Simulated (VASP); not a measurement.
# Be4Se3S (an interface model) in VASP: single point with PBEsol

Aim: the single point of Be4Se3S (an interface model) with PBEsol.

All numbers are computed with VASP 6.6.1; they aren't measurements. Logs are shortened: lines on timing, memory, paths and dates and some standing lists are left out, and cuts for length are marked.

**1. The cell of the first run**

The cell holds layers of an interface, 8 atoms: a = 3.421 Å, b = 4.838 Å, c = 7.337 Å, α = 90.00°, β = 90.00°, γ = 90.00°.

**2. Single point, PBEsol**

INCAR

```
PREC = Accurate
ENCUT = 520
EDIFF = 1E-6
ISMEAR = -1
SIGMA = 0.05
LREAL = False
LASPH = True
NELM = 120
ALGO = Normal
ISIF = 2
LWAVE = False
LCHARG = True
GGA = PS
LELF = True
LVHAR = True
NBANDS = 26
GGA_COMPAT = False
```

KPOINTS

```
Automatic mesh
0
Gamma
  6 4 3
```

POSCAR

```
Be4Se3S
1.0
    2.4189980000     -2.4189980000      0.0000000000
    0.0000000000      0.0000000000      4.8379970000
   -5.1882424744     -5.1882424744      0.0000000000
Be Se S
4 3 1
Direct
    0.0000000000      0.9849130000      0.9908710000
    0.0000000000      0.0112020000      0.4908740000
    0.5000000000      0.5126040000      0.7512730000
    0.5000000000      0.5125980000      0.2304200000
    0.0000000000      0.2446870000      0.7462020000
    0.0000000000      0.2446570000      0.2355380000
    0.5000000000      0.7441400000      0.4908430000
    0.5000000000      0.7452000000      0.9908500000
```

Potentials or basis: VASP PAW PBE potentials, release 64 (Be, Se, S).

Started as:

```
$ cat potpaw_PBE.64/Be/POTCAR potpaw_PBE.64/Se/POTCAR potpaw_PBE.64/S/POTCAR > POTCAR
$ mpirun -np 1 vasp_std > vasp.out
```

OUTCAR:

```text
PREC = Accurate
   ENCUT = 520
   EDIFF = 1E-6
   ISMEAR = -1
   LREAL = False
   LASPH = True
   NELM = 120
   ISIF = 2
   GGA = PS

 ion  position               nearest neighbor table
   1  0.000  0.985  0.991-   8 2.07   8 2.07   6 2.19   5 2.19
   2  0.000  0.011  0.491-   7 2.14   7 2.14   6 2.19   5 2.19
   3  0.500  0.513  0.751-   8 2.09   5 2.15   5 2.15   7 2.21
   4  0.500  0.513  0.230-   8 2.09   6 2.15   6 2.15   7 2.21
   5  0.000  0.245  0.746-   3 2.15   3 2.15   2 2.19   1 2.19
   6  0.000  0.245  0.236-   4 2.15   4 2.15   2 2.19   1 2.19
   7  0.500  0.744  0.491-   2 2.14   2 2.14   4 2.21   3 2.21
   8  0.500  0.745  0.991-   1 2.07   1 2.07   4 2.09   3 2.09

  LATTYP: Found a simple orthorhombic cell.
 ALAT       =     3.4209797790
 B/A-ratio  =     1.4142138547
 C/A-ratio  =     2.1447898983

  Lattice vectors:

 A1 = (   2.4189980000,  -2.4189980000,   0.0000000000)
 A2 = (   0.0000000000,   0.0000000000,   4.8379970000)
 A3 = (  -5.1882424744,  -5.1882424744,   0.0000000000)

Analysis of symmetry for initial positions (statically):
=====================================================================
 Subroutine PRICEL returns:
 Original cell was already a primitive cell.

 Routine SETGRP: Setting up the symmetry group for a
 simple orthorhombic supercell.

 Subroutine GETGRP returns: Found  2 space group operations
 (whereof  2 operations were pure point group operations)
 out of a pool of  8 trial point group operations.

The static configuration has the point symmetry C_1h.

Analysis of symmetry for dynamics (positions and initial velocities):
=====================================================================
 Subroutine PRICEL returns:
 Original cell was already a primitive cell.

 Routine SETGRP: Setting up the symmetry group for a
 simple orthorhombic supercell.

 Subroutine GETGRP returns: Found  2 space group operations
 (whereof  2 operations were pure point group operations)
 out of a pool of  8 trial point group operations.

The dynamic configuration has the point symmetry C_1h.

 Subroutine INISYM returns: Found  2 space group operations
 (whereof  2 operations are pure point group operations),
 and found     1 'primitive' translations

----------------------------------------------------------------------------------------

                                     Primitive cell

  volume of cell :     121.4371

  direct lattice vectors                    reciprocal lattice vectors
     2.418998000 -2.418998000  0.000000000     0.206697153 -0.206697153  0.000000000
     0.000000000  0.000000000  4.837997000     0.000000000  0.000000000  0.206697110
    -5.188242474 -5.188242474  0.000000000    -0.096371749 -0.096371749  0.000000000

  length of vectors
     3.420979779  4.837997000  7.337282872     0.292313917  0.206697110  0.136290234

  position of ions in fractional coordinates (direct lattice)
     0.000000000  0.984913000  0.990871000
     0.000000000  0.011202000  0.490874000
     0.500000000  0.512604000  0.751273000
     0.500000000  0.512598000  0.230420000
     0.000000000  0.244687000  0.746202000
     0.000000000  0.244657000  0.235538000
     0.500000000  0.744140000  0.490843000
     0.500000000  0.745200000  0.990850000

  ion indices of the primitive-cell ions
   primitive index   ion index
                 1           1
                 2           2
                 3           3
                 4           4
                 5           5
                 6           6
                 7           7
                 8           8

----------------------------------------------------------------------------------------

 KPOINTS: Automatic mesh

Automatic generation of k-mesh.
 Grid dimensions read from file:
 generate k-points for:    6    4    3

 Generating k-lattice:

  Cartesian coordinates                     Fractional coordinates (reciprocal lattice)
     0.034449526 -0.034449526  0.000000000     0.166666667  0.000000000  0.000000000
     0.000000000  0.000000000  0.051674278     0.000000000  0.250000000  0.000000000
    -0.032123916 -0.032123916  0.000000000     0.000000000  0.000000000  0.333333333

  Length of vectors
     0.048718986  0.051674278  0.045430078

  Shift w.r.t. Gamma in fractional coordinates (k-lattice)
     0.000000000  0.000000000  0.000000000

 Subroutine IBZKPT returns following result:
 ===========================================

 Found     28 irreducible k-points:

 Following reciprocal coordinates:
            Coordinates               Weight
  0.000000  0.000000  0.000000      1.000000
  0.166667  0.000000  0.000000      2.000000
  0.333333  0.000000  0.000000      2.000000
  0.500000  0.000000  0.000000      1.000000
  0.000000  0.250000  0.000000      2.000000
  0.166667  0.250000  0.000000      4.000000
[... 16 lines left out ...]
  0.500000  0.250000  0.333333      2.000000
  0.500000  0.250000 -0.333333      2.000000
 [... further k-points ...]
   k-points           NKPTS =     28   k-points in BZ     NKDIM =     28   number of bands    NBANDS=     26
   number of dos      NEDOS =    301   number of ions     NIONS =      8
   total plane-waves  NPLWV =  56448
   dimension x,y,z NGX =    28 NGY =   36 NGZ =   56
   dimension x,y,z NGXF=    56 NGYF=   72 NGZF=  112
   ions per type =               4   3   1
   NGX,Y,Z   is equivalent  to a cutoff of  13.61, 12.37, 12.69 a.u.
   NGXF,Y,Z  is equivalent  to a cutoff of  27.21, 24.74, 25.38 a.u.
 SYSTEM =  unknown system
   PREC   = accura    normal or accurate (medium, high low for compatibility)
   ISTART =      0    job   : 0-new  1-cont  2-samecut
   ICHARG =      2    charge: 1-file 2-atom 10-const
   ISPIN  =      1    spin polarized calculation?
   LNONCOLLINEAR =      F non collinear calculations
   LSORBIT =      F    spin-orbit coupling
   LASPH  =      T    aspherical Exc in radial PAW
   ENCUT  =  520.0 eV  38.22 Ry    6.18 a.u.   6.36  9.00 13.64*2*pi/ulx,y,z
   NELM   =    120;   NELMIN=  2; NELMDL= -5     # of ELM steps
   EDIFF  = 0.1E-05   stopping-criterion for ELM
   LREAL  =      F    real-space projection
   EDIFFG = 0.1E-04   stopping-criterion for IOM
   NSW    =      0    number of steps for IOM
   IBRION =     -1    ionic relax: 0-MD 1-quasi-New 2-CG
   NFREE  =      0    steps in history (QN), initial steepest desc. (CG)
   ISIF   =      2    stress and relaxation
   ISYM   =      2    0-nonsym 1-usesym 2-fastsym
   POTIM  = 0.5000    time-step for ionic-motion
   TEBEG  =    0.0;   TEEND  =   0.0 temperature during run
   PSTRESS=    0.0 pullay stress
   NELECT =      32.0000    total number of electrons
   NUPDOWN=      -1.0000    fix difference up-down
   EMIN   =  10.00;   EMAX   =-10.00  energy-range for DOS
   EFERMI =   0.00;   METHOD = LEGACY
   ISMEAR =    -1;   SIGMA  =   0.05  broadening in eV -4-tet -1-fermi 0-gaus
   EFERMI_NEDOS =   21; number of points for ismear=-14 and -15
   IALGO  =     38    algorithm
   IMIX   =      4    mixing-type and parameters
     AMIX     =   0.40;   BMIX     =  1.00
     AMIX_MAG =   1.60;   BMIX_MAG =  1.00
  volume/ion in A,a.u.               =      15.18       102.44
  Fermi-wavevector in a.u.,A,eV,Ry     =   1.049561  1.983383 14.987884  1.101578
  Thomas-Fermi vector in A             =   2.184529
   LORBIT       =      0    0 simple, 1 ext, 2 COOP (PROOUT), +10 PAW based schemes
   GGA     = PS    functional components
   LHFCALC =     F    Hartree Fock is set to
   AEXX    =    0.0000 exact exchange contribution
   IVDW    =     0    specifies the selected vdW correction
   LEPSILON=     F    determine dielectric tensor
   LRPA    =     F    only Hartree local field effects (RPA)
 non-spin polarized calculation
  energy-cutoff  :      520.00
  volume of cell :      121.44
 maximum number of plane-waves:      3296
 NGX is ok and might be reduce to    28
   NGX = 13   NGY = 17   NGZ = 27

 number of electron      32.0000004 magnetization

 Free energy of the ion-electron system (eV)
  ---------------------------------------------------
  ext. energy  EPLUGINS =         0.00000000
  ---------------------------------------------------
  free energy    TOTEN  =       -38.52590228 eV

  energy without entropy =      -38.52590228  energy(sigma->0) =      -38.52590228

 E-fermi :   5.4373     XC(G=0):  -9.9582

 val. band max:        4.5935964022   @ k =   0.0000   0.0000   0.0000
 cond. band min:       6.2623224157   @ k =   0.0000   0.0000   0.0000
 fundamental gap:      1.6687260135
 Fermi energy:         5.4372626960

 k-point     1 :       0.0000    0.0000    0.0000
  band No.  band energies     occupation
      1     -10.0940      2.00000
      2      -8.7290      2.00000
      3      -8.6901      2.00000
      4      -7.8252      2.00000
      5      -1.1427      2.00000
      6      -0.6261      2.00000
[... 18 lines left out ...]
     25      11.8077      0.00000
     26      11.8230      0.00000

 k-point     2 :       0.1667    0.0000    0.0000
  band No.  band energies     occupation
      1      -9.8667      2.00000
      2      -8.5733      2.00000
      3      -8.5214      2.00000
      4      -7.7902      2.00000
      5      -0.9126      2.00000
      6      -0.5794      2.00000
[... 18 lines left out ...]
     25      11.0654      0.00000
     26      11.5574      0.00000

 k-point     3 :       0.3333    0.0000    0.0000
  band No.  band energies     occupation
      1      -9.2437      2.00000
      2      -8.2265      2.00000
      3      -8.1330      2.00000
      4      -7.8720      2.00000
      5      -0.9559      2.00000
      6      -0.9145      2.00000
[... 18 lines left out ...]
     25      12.1344      0.00000
     26      13.2452      0.00000

 k-point     4 :       0.5000    0.0000    0.0000
  band No.  band energies     occupation
      1      -8.4948      2.00000
      2      -8.4113      2.00000
      3      -7.9715      2.00000
      4      -7.9030      2.00000
      5      -1.4117      2.00000
      6      -1.3704      2.00000
[... 18 lines left out ...]
     25      11.6898      0.00000
     26      11.8432      0.00000

 k-point     5 :       0.0000    0.2500    0.0000
  band No.  band energies     occupation
      1      -9.8461      2.00000
      2      -8.6817      2.00000
      3      -8.6354      2.00000
      4      -8.2815      2.00000
      5      -1.6134      2.00000
      6      -1.4962      2.00000
[... 18 lines left out ...]
     25      10.8796      0.00000
     26      10.9732      0.00000

 k-point     6 :       0.1667    0.2500    0.0000
  band No.  band energies     occupation
      1      -9.6306      2.00000
      2      -8.5317      2.00000
      3      -8.4702      2.00000
      4      -8.1825      2.00000
      5      -1.3991      2.00000
      6      -1.2817      2.00000
[... 427 lines left out ...]
 k-point    21 :       0.3333    0.2500    0.3333
  band No.  band energies     occupation
      1      -8.9172      2.00000
      2      -8.5213      2.00000
      3      -8.0786      2.00000
      4      -7.9196      2.00000
      5      -1.2705      2.00000
      6      -0.7445      2.00000
[... 18 lines left out ...]
     25      11.8903      0.00000
     26      12.1473      0.00000

 k-point    22 :      -0.3333    0.2500   -0.3333
  band No.  band energies     occupation
      1      -8.9172      2.00000
      2      -8.5213      2.00000
      3      -8.0786      2.00000
      4      -7.9196      2.00000
      5      -1.2705      2.00000
      6      -0.7445      2.00000
[... 18 lines left out ...]
     25      11.8905      0.00000
     26      12.1510      0.00000

 k-point    23 :       0.5000    0.2500    0.3333
  band No.  band energies     occupation
      1      -8.3720      2.00000
      2      -8.2503      2.00000
      3      -8.0352      2.00000
      4      -7.9991      2.00000
      5      -1.4741      2.00000
      6      -1.3035      2.00000
[... 18 lines left out ...]
     25      12.2899      0.00000
     26      12.3465      0.00000

 k-point    24 :       0.5000    0.2500   -0.3333
  band No.  band energies     occupation
      1      -8.3720      2.00000
      2      -8.2503      2.00000
      3      -8.0352      2.00000
      4      -7.9991      2.00000
      5      -1.4741      2.00000
      6      -1.3035      2.00000
[... 18 lines left out ...]
     25      12.2898      0.00000
     26      12.3442      0.00000

 [... further k-points ...]
[... 5 lines left out ...]
  --------------------------------------------------------------------------------------
  -------------------------------------------------------------------------------------
  Total        4.2100740      4.2100740      5.7833692     -3.9763101     -0.0001242     -0.0001242
  in kB       55.5455091     55.5455091     76.3027401    -52.4613498     -0.0016389     -0.0016386
  external PRESSURE =      62.4645861 kB  Pullay stress =       0.0000000 kB

 VOLUME and BASIS-vectors are now :
 -----------------------------------------------------------------------------
  energy-cutoff  :      520.00
  volume of cell :      121.44
      direct lattice vectors                 reciprocal lattice vectors
     2.418998000 -2.418998000  0.000000000     0.206697153 -0.206697153  0.000000000
     0.000000000  0.000000000  4.837997000     0.000000000  0.000000000  0.206697110
    -5.188242474 -5.188242474  0.000000000    -0.096371749 -0.096371749  0.000000000

 POSITION                                       TOTAL-FORCE (eV/Angst)
 -----------------------------------------------------------------------------------
     -5.14088     -5.14088      4.76501         0.000292      0.000292     -0.006844
     -2.54677     -2.54677      0.05420         0.000077      0.000077      0.015859
     -2.68829     -5.10729      2.47998        -0.003524     -0.003524      0.011624
      0.01402     -2.40497      2.47995         0.003420      0.003420      0.010843
     -3.87148     -3.87148      1.18379        -0.001283     -0.001283     -0.008868
     -1.22203     -1.22203      1.18365         0.001692      0.001692     -0.007114
     -1.33711     -3.75611      3.60015        -0.000585     -0.000585     -0.010234
     -3.93127     -6.35027      3.60528        -0.000088     -0.000088     -0.005265
 -----------------------------------------------------------------------------------
    total drift:                                0.000001      0.000001     -0.000012

  FREE ENERGIE OF THE ION-ELECTRON SYSTEM (eV)
  ---------------------------------------------------
  free  energy   TOTEN  =       -38.5259022826 eV

  energy  without entropy=      -38.5259022793  energy(sigma->0) =      -38.52590228
```

Wall time 2.6 min (1 thread of Intel Xeon 8259CL, shared host); peak memory 0.26 GiB.

What came out:

* Free energy: -38.5259 eV
* Pressure: 6.2 GPa
* Largest force: 0.016 eV/Å
* Band gap on the k mesh: 1.67 eV

Forces in eV/Å, atoms in the order of the input:
```
Be   0.000  0.000 -0.007
Be   0.000  0.000  0.016
Be  -0.004 -0.004  0.012
Be   0.003  0.003  0.011
Se  -0.001 -0.001 -0.009
Se   0.002  0.002 -0.007
Se  -0.001 -0.001 -0.010
S    0.000  0.000 -0.005
```

Stress tensor (GPa, compression positive):
```
 5.55 -5.25  0.00
-5.25  5.55  0.00
 0.00  0.00  7.63
```

Caveat: the PAW data sets were made with another functional, which shifts forces and pressure a little.
